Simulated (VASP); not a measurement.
# GaSb3 (I4/mmm) in VASP: notebook

GaSb3 is run at these levels: LDA; tasks: single point.

Program: VASP 6.6.1. These are calculated values, not measurements. Logs are shortened: lines on timing, memory, paths and dates and some standing lists are left out, and cuts for length are marked.

### 1 The cell of the first run

Symmetry: I4/mmm, No. 139, tetragonal system. The conventional cell has a = 5.122 Å, b = 5.122 Å, c = 7.775 Å, α = 90.00°, β = 90.00°, γ = 90.00°. Ga (site symmetry 4/mmm) has 14 Sb at 3.22 to 3.89 Å within 4.2 Å. Sb (site symmetry -4m2) has 4 Ga at 3.22 Å and 10 Sb at 3.22 to 3.89 Å within 4.2 Å. Within 4.2 Å of Sb (site symmetry 4/mmm) lie 8 Sb at 3.22 Å and 6 Ga at 3.62 to 3.89 Å.

### 2 Single point, LDA (engineering shear strain xz +0.0000, normal strain along z +0.0733)

INCAR

```
ALGO = Normal
EDIFF = 1E-7
ENCUT = 520
GGA = CA
ISIF = 2
ISMEAR = 0
LASPH = T
LCHARG = F
LREAL = F
LWAVE = F
NBANDS = 22
NELM = 80
PREC = Accurate
SIGMA = 0.15
```

KPOINTS

```
k-points
0
Gamma
  10 10 10
```

POSCAR

```
GaSb3
1.0
    0.0000000000      3.6220011279      3.8874938106
    3.6220011279      0.0000000000      3.8874938106
    3.6220011279      3.6220011279      0.0000000000
Ga Sb
1 3
Direct
    0.0000000000      0.0000000000      0.0000000000
    0.2500000000      0.2500000000      0.2500000000
    0.7500000000      0.7500000000      0.7500000000
    0.5000000000      0.5000000000      0.5000000000
```

Potentials or basis: VASP PAW LDA potentials, release 64 (Ga_d, Sb).

Started as:

```sh
$ cat potpaw_LDA.64/Ga_d/POTCAR potpaw_LDA.64/Sb/POTCAR > POTCAR
$ mpirun -np 1 vasp_std > vasp.out
```

OUTCAR:

```text
EDIFF = 1E-7
   ENCUT = 520
   GGA = CA
   ISIF = 2
   ISMEAR = 0
   LASPH = T
   LREAL = F
   NELM = 80
   PREC = Accurate

 ion  position               nearest neighbor table
   1  0.000  0.000  0.000-   3 3.22   3 3.22   3 3.22   2 3.22   3 3.22   2 3.22   2 3.22   2 3.22

   2  0.250  0.250  0.250-   1 3.22   1 3.22   1 3.22   1 3.22   4 3.22   4 3.22   4 3.22   4 3.22
                             3 3.62   3 3.62   3 3.62   3 3.62
   3  0.750  0.750  0.750-   4 3.22   4 3.22   4 3.22   1 3.22   4 3.22   1 3.22   1 3.22   1 3.22
                             2 3.62   2 3.62   2 3.62   2 3.62
   4  0.500  0.500  0.500-   2 3.22   2 3.22   2 3.22   2 3.22   3 3.22   3 3.22   3 3.22   3 3.22

  LATTYP: Found a body centered tetragonal cell.
 ALAT       =     5.1222831180
 C/A-ratio  =     1.5178754165

  Lattice vectors:

 A1 = (  -3.6220011279,   0.0000000000,   3.8874938106)
 A2 = (   3.6220011279,   0.0000000000,   3.8874938106)
 A3 = (   0.0000000000,   3.6220011279,  -3.8874938106)

Analysis of symmetry for initial positions (statically):
=====================================================================
 Subroutine PRICEL returns:
 Original cell was already a primitive cell.

 Routine SETGRP: Setting up the symmetry group for a
 body centered tetragonal supercell.

 Subroutine GETGRP returns: Found 16 space group operations
 (whereof 16 operations were pure point group operations)
 out of a pool of 16 trial point group operations.

The static configuration has the point symmetry D_4h.

Analysis of symmetry for dynamics (positions and initial velocities):
=====================================================================
 Subroutine PRICEL returns:
 Original cell was already a primitive cell.

 Routine SETGRP: Setting up the symmetry group for a
 body centered tetragonal supercell.

 Subroutine GETGRP returns: Found 16 space group operations
 (whereof 16 operations were pure point group operations)
 out of a pool of 16 trial point group operations.

The dynamic configuration has the point symmetry D_4h.

 Subroutine INISYM returns: Found 16 space group operations
 (whereof 16 operations are pure point group operations),
 and found     1 'primitive' translations

----------------------------------------------------------------------------------------

                                     Primitive cell

  volume of cell :     101.9992

  direct lattice vectors                    reciprocal lattice vectors
     0.000000000  3.622001128  3.887493811    -0.138045236  0.138045236  0.128617568
     3.622001128  0.000000000  3.887493811     0.138045236 -0.138045236  0.128617568
     3.622001128  3.622001128  0.000000000     0.138045236  0.138045236 -0.128617568

  length of vectors
     5.313332316  5.313332316  5.122283118     0.233785058  0.233785058  0.233785058

  position of ions in fractional coordinates (direct lattice)
     0.000000000  0.000000000  0.000000000
     0.250000000  0.250000000  0.250000000
     0.750000000  0.750000000  0.750000000
     0.500000000  0.500000000  0.500000000

  ion indices of the primitive-cell ions
   primitive index   ion index
                 1           1
                 2           2
                 3           3
                 4           4

----------------------------------------------------------------------------------------

 KPOINTS: k-points

Automatic generation of k-mesh.
 Grid dimensions read from file:
 generate k-points for:   10   10   10

 Generating k-lattice:

  Cartesian coordinates                     Fractional coordinates (reciprocal lattice)
    -0.013804524  0.013804524  0.012861757     0.100000000  0.000000000  0.000000000
     0.013804524 -0.013804524  0.012861757     0.000000000  0.100000000  0.000000000
     0.013804524  0.013804524 -0.012861757    -0.000000000 -0.000000000  0.100000000

  Length of vectors
     0.023378506  0.023378506  0.023378506

  Shift w.r.t. Gamma in fractional coordinates (k-lattice)
     0.000000000  0.000000000  0.000000000

 Subroutine IBZKPT returns following result:
 ===========================================

 Found    102 irreducible k-points:

 Following reciprocal coordinates:
            Coordinates               Weight
  0.000000  0.000000  0.000000      1.000000
  0.100000  0.000000  0.000000      8.000000
  0.200000  0.000000  0.000000      8.000000
  0.300000  0.000000  0.000000      8.000000
  0.400000  0.000000  0.000000      8.000000
  0.500000  0.000000  0.000000      4.000000
[... 16 lines left out ...]
  0.300000  0.300000  0.000000      2.000000
  0.400000  0.300000  0.000000      8.000000
 [... further k-points ...]
   k-points           NKPTS =    102   k-points in BZ     NKDIM =    102   number of bands    NBANDS=     22
   number of dos      NEDOS =    301   number of ions     NIONS =      4
   total plane-waves  NPLWV =  64000
   dimension x,y,z NGX =    40 NGY =   40 NGZ =   40
   dimension x,y,z NGXF=    80 NGYF=   80 NGZF=   80
   ions per type =               1   3
   NGX,Y,Z   is equivalent  to a cutoff of  12.52, 12.52, 12.98 a.u.
   NGXF,Y,Z  is equivalent  to a cutoff of  25.03, 25.03, 25.96 a.u.
 SYSTEM =  unknown system
   PREC   = accura    normal or accurate (medium, high low for compatibility)
   ISTART =      0    job   : 0-new  1-cont  2-samecut
   ICHARG =      2    charge: 1-file 2-atom 10-const
   ISPIN  =      1    spin polarized calculation?
   LNONCOLLINEAR =      F non collinear calculations
   LSORBIT =      F    spin-orbit coupling
   LASPH  =      T    aspherical Exc in radial PAW
   ENCUT  =  520.0 eV  38.22 Ry    6.18 a.u.   9.88  9.88  9.52*2*pi/ulx,y,z
   NELM   =     80;   NELMIN=  2; NELMDL= -5     # of ELM steps
   EDIFF  = 0.1E-06   stopping-criterion for ELM
   LREAL  =      F    real-space projection
   EDIFFG = 0.1E-05   stopping-criterion for IOM
   NSW    =      0    number of steps for IOM
   IBRION =     -1    ionic relax: 0-MD 1-quasi-New 2-CG
   NFREE  =      0    steps in history (QN), initial steepest desc. (CG)
   ISIF   =      2    stress and relaxation
   ISYM   =      2    0-nonsym 1-usesym 2-fastsym
   POTIM  = 0.5000    time-step for ionic-motion
   TEBEG  =    0.0;   TEEND  =   0.0 temperature during run
   PSTRESS=    0.0 pullay stress
   NELECT =      28.0000    total number of electrons
   NUPDOWN=      -1.0000    fix difference up-down
   EMIN   =  10.00;   EMAX   =-10.00  energy-range for DOS
   EFERMI =   0.00;   METHOD = LEGACY
   ISMEAR =     0;   SIGMA  =   0.15  broadening in eV -4-tet -1-fermi 0-gaus
   EFERMI_NEDOS =   21; number of points for ismear=-14 and -15
   IALGO  =     38    algorithm
   IMIX   =      4    mixing-type and parameters
     AMIX     =   0.40;   BMIX     =  1.00
     AMIX_MAG =   1.60;   BMIX_MAG =  1.00
  volume/ion in A,a.u.               =      25.50       172.08
  Fermi-wavevector in a.u.,A,eV,Ry     =   1.063968  2.010608 15.402174  1.132028
  Thomas-Fermi vector in A             =   2.199471
   LORBIT       =      0    0 simple, 1 ext, 2 COOP (PROOUT), +10 PAW based schemes
   GGA     = CA    functional components
   LHFCALC =     F    Hartree Fock is set to
   AEXX    =    0.0000 exact exchange contribution
   IVDW    =     0    specifies the selected vdW correction
   LEPSILON=     F    determine dielectric tensor
   LRPA    =     F    only Hartree local field effects (RPA)
 non-spin polarized calculation
 Gauss-broadening in eV      SIGMA  =   0.15
  energy-cutoff  :      520.00
  volume of cell :      102.00
 maximum number of plane-waves:      2775
   NGX = 19   NGY = 19   NGZ = 19

 number of electron      28.0000011 magnetization

 Free energy of the ion-electron system (eV)
  ---------------------------------------------------
  ext. energy  EPLUGINS =         0.00000000
  ---------------------------------------------------
  free energy    TOTEN  =       -17.21904029 eV

  energy without entropy =      -17.18856289  energy(sigma->0) =      -17.20380159

 E-fermi :   7.5224     XC(G=0): -10.4440

 val. band max:        7.5211847076   @ k =   0.3000   0.2000   0.1000
 cond. band min:       7.5236172043   @ k =   0.1000   0.0000   0.0000
 fundamental gap:      0.0024324967
 Fermi energy:         7.5223549174

 k-point     1 :       0.0000    0.0000    0.0000
  band No.  band energies     occupation
      1      -7.3759      2.00000
      2      -7.3712      2.00000
      3      -7.3712      2.00000
      4      -7.3636      2.00000
      5      -7.3556      2.00000
      6      -5.0604      2.00000
[... 14 lines left out ...]
     21      14.1079      0.00000
     22      14.3506      0.00000

 k-point     2 :       0.1000    0.0000    0.0000
  band No.  band energies     occupation
      1      -7.3758      2.00000
      2      -7.3715      2.00000
      3      -7.3710      2.00000
      4      -7.3638      2.00000
      5      -7.3557      2.00000
      6      -4.9823      2.00000
[... 14 lines left out ...]
     21      13.5307      0.00000
     22      14.1203      0.00000

 k-point     3 :       0.2000    0.0000    0.0000
  band No.  band energies     occupation
      1      -7.3760      2.00000
      2      -7.3721      2.00000
      3      -7.3705      2.00000
      4      -7.3640      2.00000
      5      -7.3557      2.00000
      6      -4.7496      2.00000
[... 14 lines left out ...]
     21      12.5870      0.00000
     22      13.3877      0.00000

 k-point     4 :       0.3000    0.0000    0.0000
  band No.  band energies     occupation
      1      -7.3770      2.00000
      2      -7.3722      2.00000
      3      -7.3699      2.00000
      4      -7.3643      2.00000
      5      -7.3557      2.00000
      6      -4.3697      2.00000
[... 14 lines left out ...]
     21      12.7627      0.00000
     22      13.3046      0.00000

 k-point     5 :       0.4000    0.0000    0.0000
  band No.  band energies     occupation
      1      -7.3782      2.00000
      2      -7.3721      2.00000
      3      -7.3696      2.00000
      4      -7.3644      2.00000
      5      -7.3556      2.00000
      6      -3.8731      2.00000
[... 417 lines left out ...]
 k-point    22 :      -0.2000    0.2000    0.0000
  band No.  band energies     occupation
      1      -7.3749      2.00000
      2      -7.3746      2.00000
      3      -7.3695      2.00000
      4      -7.3649      2.00000
      5      -7.3556      2.00000
      6      -4.2046      2.00000
[... 14 lines left out ...]
     21      13.1171      0.00000
     22      13.8102      0.00000

 k-point    23 :       0.3000    0.3000    0.0000
  band No.  band energies     occupation
      1      -7.3806      2.00000
      2      -7.3684      2.00000
      3      -7.3684      2.00000
      4      -7.3632      2.00000
      5      -7.3579      2.00000
      6      -4.2185      2.00000
[... 14 lines left out ...]
     21      11.7419      0.00000
     22      12.1005      0.00000

 k-point    24 :       0.4000    0.3000    0.0000
  band No.  band energies     occupation
      1      -7.3812      2.00000
      2      -7.3684      2.00000
      3      -7.3679      2.00000
      4      -7.3632      2.00000
      5      -7.3584      2.00000
      6      -3.8712      2.00000
[... 14 lines left out ...]
     21      12.0026      0.00000
     22      12.7114      0.00000

 [... further k-points ...]
[... 5 lines left out ...]
  --------------------------------------------------------------------------------------
  -------------------------------------------------------------------------------------
  Total       -1.9973088     -1.9973088     -3.0581708      0.0000000      0.0000000     -0.0000000
  in kB      -31.3732078    -31.3732078    -48.0369528      0.0000000      0.0000000     -0.0000000
  external PRESSURE =     -36.9277894 kB  Pullay stress =       0.0000000 kB

 VOLUME and BASIS-vectors are now :
 -----------------------------------------------------------------------------
  energy-cutoff  :      520.00
  volume of cell :      102.00
      direct lattice vectors                 reciprocal lattice vectors
     0.000000000  3.622001128  3.887493811    -0.138045236  0.138045236  0.128617568
     3.622001128  0.000000000  3.887493811     0.138045236 -0.138045236  0.128617568
     3.622001128  3.622001128  0.000000000     0.138045236  0.138045236 -0.128617568

 POSITION                                       TOTAL-FORCE (eV/Angst)
 -----------------------------------------------------------------------------------
      0.00000      0.00000      0.00000        -0.000000      0.000000     -0.000000
      1.81100      1.81100      1.94375         0.000000     -0.000000      0.000000
      5.43300      5.43300      5.83124         0.000000      0.000000      0.000000
      3.62200      3.62200      3.88749        -0.000000      0.000000      0.000000
 -----------------------------------------------------------------------------------
    total drift:                               -0.000000      0.000000      0.000000

  FREE ENERGIE OF THE ION-ELECTRON SYSTEM (eV)
  ---------------------------------------------------
  free  energy   TOTEN  =       -17.2190402933 eV

  energy  without entropy=      -17.1885628885  energy(sigma->0) =      -17.20380159
```

It took 88 s on 1 thread of Intel Xeon 6975P-C (Granite Rapids), shared host; peak memory 0.34 GiB.

What came out:

```yaml
Free_energy: -17.2190 eV
Pressure: -3.7 GPa
Band_gap_on_the_k_mesh: zero (band 14 reaches 9.32 eV, above the bottom of band 15 at 5.25 eV)
```

Stress tensor (GPa, compression positive):
```
-3.14  0.00  0.00
 0.00 -3.14  0.00
 0.00  0.00 -4.80
```

Caveat: the cell differs from its parent crystal (engineering shear strain xz +0.0000, normal strain along z +0.0733); spin-orbit coupling is left out, which moves the levels of the heavy elements.

### 3 Single point, LDA (engineering shear strain xz +0.0000, normal strain along z +0.1100)

INCAR

```
  ALGO = Normal
  EDIFF = 1E-7
  ENCUT = 520
  GGA = CA
  ISIF = 2
  ISMEAR = 0
  LASPH = True
  LCHARG = False
  LREAL = False
  LWAVE = False
  NBANDS = 22
  NELM = 80
  PREC = Accurate
  SIGMA = 0.15
```

KPOINTS is that of step 2.

POSCAR: that of step 2 with these lines changed.

```diff
@@ -2,4 +2,4 @@
 1.0
-    0.0000000000      3.6220011279      3.8874938106
-    3.6220011279      0.0000000000      3.8874938106
+    0.0000000000      3.6220011279      4.0204212520
+    3.6220011279      0.0000000000      4.0204212520
     3.6220011279      3.6220011279      0.0000000000
```

Potentials or basis: VASP PAW LDA potentials, release 64 (Ga_d, Sb).

Started as:

```sh
$ cat potpaw_LDA.64/Ga_d/POTCAR potpaw_LDA.64/Sb/POTCAR > POTCAR
$ mpirun -np 1 vasp_std > vasp.out
```

It took 90 s on 1 thread of Intel Xeon 6975P-C (Granite Rapids), shared host; peak memory 0.35 GiB.

It converged, with:

| Property | Result |
| --- | --- |
| Free energy | -17.1032 eV |
| Pressure | -4.9 GPa |
| Band gap on the k mesh | zero (band 14 reaches 9.06 eV, above the bottom of band 15 at 5.09 eV) |

Stress tensor (GPa, compression positive):
```
-4.48  0.00  0.00
 0.00 -4.48  0.00
 0.00  0.00 -5.70
```

Levels at points of the mesh, in eV from the Fermi level:
```
           k point  band 10  band 11  band 12  band 13  band 14  band 15  band 16  band 17  band 18  band 19
(0.00, 0.00, 0.00)    -2.82    -2.68    -2.68    -2.24    -2.24    -2.03    -0.94    -0.22    -0.22     3.43
(0.50, 0.00, 0.00)    -3.49    -3.21    -2.61    -2.32    -0.42    -0.09     1.62     2.51     2.59     3.24
(0.50, 0.50, 0.00)    -4.85    -4.85     0.84     1.30     1.30     1.33     1.48     1.97     1.97     3.31
(0.50, 0.00, 0.50)    -5.19    -5.04     0.12     0.18     0.25     1.02     1.75     2.38     2.62     3.96
```

Caveat: the cell differs from its parent crystal (engineering shear strain xz +0.0000, normal strain along z +0.1100); spin-orbit coupling is left out, which moves the levels of the heavy elements.
